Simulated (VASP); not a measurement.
# ZrTi2B3 (P-6m2) in VASP: a series of runs

The runs below take ZrTi2B3 through single point, relaxation of cell and atoms, with PBE.

Program: VASP 6.6.1. These are calculated values, not measurements. Logs are shortened: lines on timing, memory, paths and dates and some standing lists are left out, and cuts for length are marked.

**1. The cell of the first run**

Symmetry: P-6m2, No. 187, hexagonal system. Conventional cell: a = 4.794 Å, b = 4.794 Å, c = 3.880 Å, α = 90.00°, β = 90.00°, γ = 120.00°. Within 3.4 Å of Zr (site symmetry -6m2) lie 6 B at 2.59 Å and 9 Ti at 2.77 to 3.38 Å. Within 3.2 Å of Ti (site symmetry -6m2) lie 6 B at 2.42 Å. Ti (site symmetry -6m2) has 6 B at 2.21 Å and 3 Zr at 2.77 Å within 2.9 Å. B (site symmetry mm2) has 2 B at 1.83 Å and 2 Ti at 2.21 Å within 2.4 Å.

**2. Single point, PBE**

INCAR

```
SYSTEM = ZrTi2B3
  ALGO = Normal
  EDIFF = 1E-6
  ENCUT = 520
  GGA = PE
  ISIF = 2
  ISMEAR = 0
  LASPH = .True.
  LCHARG = .False.
  LREAL = .False.
  LWAVE = .False.
  NBANDS = 32
  NELM = 80
  PREC = Accurate
  SIGMA = 0.2
```

KPOINTS

```
k-points
0
Gamma
  5 5 3
  0 0 0
```

POSCAR

```
ZrTi2B3
1.0
    4.7938770140      0.0000000034      0.0000000000
   -2.3969385100      4.1516192750      0.0000000000
    0.0000000000      0.0000000000      3.8803763851
Zr Ti B
1 2 3
Direct
    0.0000000000      0.0000000000      0.0000000000
    0.6666666667      0.3333333333      0.5000000000
    0.3333333333      0.6666666667      0.0000000000
    0.2057933050      0.7942066950      0.5000000000
    0.2057933050      0.4115866100      0.5000000000
    0.5884133900      0.7942066950      0.5000000000
```

Potentials or basis: VASP PAW PBE potentials, release 64 (Zr_sv, Ti_sv, B).

Started as:

```sh
> cat potpaw_PBE.64/Zr_sv/POTCAR potpaw_PBE.64/Ti_sv/POTCAR potpaw_PBE.64/B/POTCAR > POTCAR
> mpirun -np 1 vasp_std > vasp.out
```

OUTCAR:

```text
SYSTEM = ZrTi2B3
   EDIFF = 1E-6
   ENCUT = 520
   GGA = PE
   ISIF = 2
   ISMEAR = 0
   LASPH = .True.
   LREAL = .False.
   NELM = 80
   PREC = Accurate

 ion  position               nearest neighbor table
   1  0.000  0.000  0.000-   5 2.59   5 2.59   6 2.59   6 2.59   4 2.59   4 2.59   3 2.77   3 2.77
                             3 2.77   2 3.38   2 3.38   2 3.38   2 3.38   2 3.38   2 3.38
   2  0.667  0.333  0.500-   6 2.42   5 2.42   4 2.42   4 2.42   6 2.42   5 2.42   1 3.38   1 3.38
                             1 3.38   1 3.38   1 3.38   1 3.38
   3  0.333  0.667  0.000-   4 2.21   4 2.21   5 2.21   5 2.21   6 2.21   6 2.21   1 2.77   1 2.77
                             1 2.77
   4  0.206  0.794  0.500-   5 1.83   6 1.83   3 2.21   3 2.21   2 2.42   2 2.42   1 2.59   1 2.59

   5  0.206  0.412  0.500-   6 1.83   4 1.83   3 2.21   3 2.21   2 2.42   2 2.42   1 2.59   1 2.59

   6  0.588  0.794  0.500-   5 1.83   4 1.83   3 2.21   3 2.21   2 2.42   2 2.42   1 2.59   1 2.59

  LATTYP: Found a hexagonal cell.
 ALAT       =     4.7938770140
 C/A-ratio  =     0.8094442919

  Lattice vectors:

 A1 = (   4.7938770140,   0.0000000034,   0.0000000000)
 A2 = (  -2.3969385100,   4.1516192750,   0.0000000000)
 A3 = (   0.0000000000,   0.0000000000,   3.8803763851)

Analysis of symmetry for initial positions (statically):
=====================================================================
 Subroutine PRICEL returns:
 Original cell was already a primitive cell.

 Routine SETGRP: Setting up the symmetry group for a
 hexagonal supercell.

 Subroutine GETGRP returns: Found 12 space group operations
 (whereof 12 operations were pure point group operations)
 out of a pool of 24 trial point group operations.

The static configuration has the point symmetry D_3h.

Analysis of symmetry for dynamics (positions and initial velocities):
=====================================================================
 Subroutine PRICEL returns:
 Original cell was already a primitive cell.

 Routine SETGRP: Setting up the symmetry group for a
 hexagonal supercell.

 Subroutine GETGRP returns: Found 12 space group operations
 (whereof 12 operations were pure point group operations)
 out of a pool of 24 trial point group operations.

The dynamic configuration has the point symmetry D_3h.

 Subroutine INISYM returns: Found 12 space group operations
 (whereof 12 operations are pure point group operations),
 and found     1 'primitive' translations

----------------------------------------------------------------------------------------

                                     Primitive cell

  volume of cell :      77.2286

  direct lattice vectors                    reciprocal lattice vectors
     4.793877014  0.000000003  0.000000000     0.208599427  0.120434936  0.000000000
    -2.396938510  4.151619275  0.000000000    -0.000000000  0.240869871  0.000000000
     0.000000000  0.000000000  3.880376385     0.000000000  0.000000000  0.257706960

  length of vectors
     4.793877014  4.793877014  3.880376385     0.240869871  0.240869871  0.257706960

  position of ions in fractional coordinates (direct lattice)
     0.000000000  0.000000000  0.000000000
     0.666666667  0.333333333  0.500000000
     0.333333333  0.666666667  0.000000000
     0.205793305  0.794206695  0.500000000
     0.205793305  0.411586610  0.500000000
     0.588413390  0.794206695  0.500000000

  ion indices of the primitive-cell ions
   primitive index   ion index
                 1           1
                 2           2
                 3           3
                 4           4
                 5           5
                 6           6

----------------------------------------------------------------------------------------

 KPOINTS: k-points

Automatic generation of k-mesh.
 Grid dimensions read from file:
 generate k-points for:    5    5    3

 Generating k-lattice:

  Cartesian coordinates                     Fractional coordinates (reciprocal lattice)
     0.041719885  0.024086987  0.000000000     0.200000000  0.000000000  0.000000000
    -0.000000000  0.048173974  0.000000000     0.000000000  0.200000000  0.000000000
     0.000000000  0.000000000  0.085902320     0.000000000  0.000000000  0.333333333

  Length of vectors
     0.048173974  0.048173974  0.085902320

  Shift w.r.t. Gamma in fractional coordinates (k-lattice)
     0.000000000  0.000000000  0.000000000

 Subroutine IBZKPT returns following result:
 ===========================================

 Found     10 irreducible k-points:

 Following reciprocal coordinates:
            Coordinates               Weight
  0.000000  0.000000  0.000000      1.000000
  0.200000 -0.000000  0.000000      6.000000
  0.400000  0.000000  0.000000      6.000000
  0.200000  0.200000  0.000000      6.000000
  0.400000  0.200000  0.000000      6.000000
  0.000000  0.000000  0.333333      2.000000
  0.200000 -0.000000  0.333333     12.000000
  0.400000  0.000000  0.333333     12.000000
  0.200000  0.200000  0.333333     12.000000
  0.400000  0.200000  0.333333     12.000000
   k-points           NKPTS =     10   k-points in BZ     NKDIM =     10   number of bands    NBANDS=     32
   number of dos      NEDOS =    301   number of ions     NIONS =      6
   total plane-waves  NPLWV =  38880
   dimension x,y,z NGX =    36 NGY =   36 NGZ =   30
   dimension x,y,z NGXF=    72 NGYF=   72 NGZF=   60
   ions per type =               1   2   3
   NGX,Y,Z   is equivalent  to a cutoff of  12.48, 12.48, 12.85 a.u.
   NGXF,Y,Z  is equivalent  to a cutoff of  24.97, 24.97, 25.71 a.u.
 SYSTEM =  ZrTi2B3
   PREC   = accura    normal or accurate (medium, high low for compatibility)
   ISTART =      0    job   : 0-new  1-cont  2-samecut
   ICHARG =      2    charge: 1-file 2-atom 10-const
   ISPIN  =      1    spin polarized calculation?
   LNONCOLLINEAR =      F non collinear calculations
   LSORBIT =      F    spin-orbit coupling
   LASPH  =      T    aspherical Exc in radial PAW
   ENCUT  =  520.0 eV  38.22 Ry    6.18 a.u.   8.91  8.91  7.21*2*pi/ulx,y,z
   NELM   =     80;   NELMIN=  2; NELMDL= -5     # of ELM steps
   EDIFF  = 0.1E-05   stopping-criterion for ELM
   LREAL  =      F    real-space projection
   EDIFFG = 0.1E-04   stopping-criterion for IOM
   NSW    =      0    number of steps for IOM
   IBRION =     -1    ionic relax: 0-MD 1-quasi-New 2-CG
   NFREE  =      0    steps in history (QN), initial steepest desc. (CG)
   ISIF   =      2    stress and relaxation
   ISYM   =      2    0-nonsym 1-usesym 2-fastsym
   POTIM  = 0.5000    time-step for ionic-motion
   TEBEG  =    0.0;   TEEND  =   0.0 temperature during run
   PSTRESS=    0.0 pullay stress
   NELECT =      45.0000    total number of electrons
   NUPDOWN=      -1.0000    fix difference up-down
   EMIN   =  10.00;   EMAX   =-10.00  energy-range for DOS
   EFERMI =   0.00;   METHOD = LEGACY
   ISMEAR =     0;   SIGMA  =   0.20  broadening in eV -4-tet -1-fermi 0-gaus
   EFERMI_NEDOS =   21; number of points for ismear=-14 and -15
   IALGO  =     38    algorithm
   IMIX   =      4    mixing-type and parameters
     AMIX     =   0.40;   BMIX     =  1.00
     AMIX_MAG =   1.60;   BMIX_MAG =  1.00
  volume/ion in A,a.u.               =      12.87        86.86
  Fermi-wavevector in a.u.,A,eV,Ry     =   1.367371  2.583956 25.438846  1.869702
  Thomas-Fermi vector in A             =   2.493429
   LORBIT       =      0    0 simple, 1 ext, 2 COOP (PROOUT), +10 PAW based schemes
   GGA     = PE    functional components
   LHFCALC =     F    Hartree Fock is set to
   AEXX    =    0.0000 exact exchange contribution
   IVDW    =     0    specifies the selected vdW correction
   LEPSILON=     F    determine dielectric tensor
   LRPA    =     F    only Hartree local field effects (RPA)
 non-spin polarized calculation
 Gauss-broadening in eV      SIGMA  =   0.20
  energy-cutoff  :      520.00
  volume of cell :       77.23
 maximum number of plane-waves:      2093
 NGX is ok and might be reduce to    36
   NGX = 17   NGY = 17   NGZ = 15

 number of electron      45.0000009 magnetization

 Free energy of the ion-electron system (eV)
  ---------------------------------------------------
  ext. energy  EPLUGINS =         0.00000000
  ---------------------------------------------------
  free energy    TOTEN  =       -46.24732758 eV

  energy without entropy =      -46.14365894  energy(sigma->0) =      -46.19549326

 E-fermi :   7.6924     XC(G=0): -11.5856

 val. band max:        7.6760972413   @ k =   0.2000  -0.0000   0.3333
 cond. band min:       7.6975610518   @ k =   0.4000   0.0000   0.0000
 fundamental gap:      0.0214638105
 Fermi energy:         7.6923967787

 k-point     1 :       0.0000    0.0000    0.0000
  band No.  band energies     occupation
      1     -49.1677      2.00000
      2     -48.2652      2.00000
      3     -40.4089      2.00000
      4     -25.5131      2.00000
      5     -25.3443      2.00000
      6     -25.3443      2.00000
[... 24 lines left out ...]
     31      11.3752      0.00000
     32      12.0346      0.00000

 k-point     2 :       0.2000   -0.0000    0.0000
  band No.  band energies     occupation
      1     -49.1677      2.00000
      2     -48.2650      2.00000
      3     -40.4097      2.00000
      4     -25.5125      2.00000
      5     -25.3450      2.00000
      6     -25.3444      2.00000
[... 24 lines left out ...]
     31      11.5797      0.00000
     32      12.0905      0.00000
[... 243 lines left out ...]
     31      11.8908      0.00000
     32      12.1247      0.00000

 k-point    10 :       0.4000    0.2000    0.3333
  band No.  band energies     occupation
      1     -49.1670      2.00000
      2     -48.2636      2.00000
      3     -40.4079      2.00000
      4     -25.5246      2.00000
      5     -25.3468      2.00000
      6     -25.3431      2.00000
[... 24 lines left out ...]
     31      11.8476      0.00000
     32      12.0545      0.00000

------------------------ aborting loop because EDIFF is reached ----------------------------------------

  FORCE on cell =-STRESS in cart. coord.  units (eV):
  Direction    XX          YY          ZZ          XY          YZ          ZX
  --------------------------------------------------------------------------------------
  -------------------------------------------------------------------------------------
  Total        0.0194416      0.0194416      0.0230545     -0.0000000      0.0000000      0.0000000
  in kB        0.4033336      0.4033336      0.4782855     -0.0000000      0.0000000      0.0000000
  external PRESSURE =       0.4283176 kB  Pullay stress =       0.0000000 kB

 VOLUME and BASIS-vectors are now :
 -----------------------------------------------------------------------------
  energy-cutoff  :      520.00
  volume of cell :       77.23
      direct lattice vectors                 reciprocal lattice vectors
     4.793877014  0.000000003  0.000000000     0.208599427  0.120434936  0.000000000
    -2.396938510  4.151619275  0.000000000    -0.000000000  0.240869871  0.000000000
     0.000000000  0.000000000  3.880376385     0.000000000  0.000000000  0.257706960

 POSITION                                       TOTAL-FORCE (eV/Angst)
 -----------------------------------------------------------------------------------
      0.00000      0.00000      0.00000        -0.000000      0.000000     -0.000000
      2.39694      1.38387      1.94019         0.000000     -0.000000     -0.000000
     -0.00000      2.76775      0.00000         0.000000     -0.000000     -0.000000
     -0.91712      3.29724      1.94019        -0.017806      0.010280     -0.000000
     -0.00000      1.70875      1.94019         0.000000     -0.020561      0.000000
      0.91712      3.29724      1.94019         0.017806      0.010280     -0.000000
 -----------------------------------------------------------------------------------
    total drift:                               -0.000000      0.000000     -0.000000

  FREE ENERGIE OF THE ION-ELECTRON SYSTEM (eV)
  ---------------------------------------------------
  free  energy   TOTEN  =       -46.2473275751 eV

  energy  without entropy=      -46.1436589356  energy(sigma->0) =      -46.19549326
```

Run time: 27 s. Hardware: 1 thread of Intel Xeon Platinum 8375C at 2.90GHz (Ice Lake), shared host; peak memory 0.19 GiB.

Results:

```yaml
Free_energy: -46.2473 eV
Pressure: 0.0 GPa
Largest_force: 0.021 eV/Å
```

Forces in eV/Å, atoms in the order of the input:
```
Zr   0.000  0.000  0.000
Ti   0.000  0.000  0.000
Ti   0.000  0.000  0.000
B   -0.018  0.010  0.000
B    0.000 -0.021  0.000
B    0.018  0.010  0.000
```

Levels at points of the mesh, in eV from the Fermi level:
```tsv
k point	band 20	band 21	band 22	band 23	band 24	band 25
(0.00, 0.00, 0.00)	-1.53	-1.53	-1.26	0.72	0.72	1.53
```

Caveat: the k points lie up to 0.54 Å⁻¹ apart.

(Continued in part 2 of 2.)
